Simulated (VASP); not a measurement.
Set up this calculation in VASP 6.6.1, as the native input.

```yaml
Task: single point
Functional: PBE
Dispersion: D3(BJ)
Potentials_or_basis: VASP PAW PBE potentials, release 64 (W_sv, Se)
Cutoff: 520 eV
k_mesh: 9 × 9 × 2
Occupations: gaussian, width 0.02 eV
Spin: no spin polarisation
Dipole_correction: no
Further_INCAR_settings: ALGO = Normal; EDIFF = 1e-06; NBANDS = 35; ISYM = 0
```

The structure of WSe2 lies in POSCAR:

```
WSe2
1.0
    3.2790158322      0.0000000000      0.0000000000
   -1.6395079161      2.8397110101      0.0000000000
    0.0000000000      0.0000000000     12.7885063275
W Se
2 4
Direct
    0.3333333333      0.6666666667      0.2500000000
    0.6666666667      0.3333333333      0.7500000000
    0.3333333333      0.6666666667      0.6182884708
    0.6666666667      0.3333333333      0.1182884708
    0.3333333333      0.6666666667      0.8817115292
    0.6666666667      0.3333333333      0.3817115292
```

These files were run (other wordings do the same):

INCAR

```
SYSTEM = WSe2
PREC = Accurate
ENCUT = 520
EDIFF = 1E-6
ISMEAR = 0
SIGMA = 0.02
LREAL = .FALSE.
LASPH = .TRUE.
NELM = 80
ALGO = Normal
ISIF = 2
LWAVE = .FALSE.
LCHARG = .FALSE.
GGA = PE
IVDW = 12
ISYM = 0
NBANDS = 35
```

KPOINTS

```
regular mesh
0
G
  9 9 2
  0 0 0
```

Potentials or basis: VASP PAW PBE potentials, release 64 (W_sv, Se).

Run with:

```console
$ cat potpaw_PBE.64/W_sv/POTCAR potpaw_PBE.64/Se/POTCAR > POTCAR
$ mpirun -np 1 vasp_std > vasp.out
```

Results of the run:

```json
{
 "Pressure": "0.3 GPa",
 "Largest force": "0.047 eV/Å",
 "Band gap on the k mesh": "0.99 eV (least direct gap 1.56 eV)",
 "Dispersion energy per atom": "-0.475 eV"
}
```

Caveat: spin-orbit coupling is left out, which moves the levels of the heavy elements.

Wall time 3.6 min on 1 thread of Intel(R) Xeon(R) Platinum 8488C (Sapphire Rapids), with other jobs on the host, peak memory 0.42 GiB.
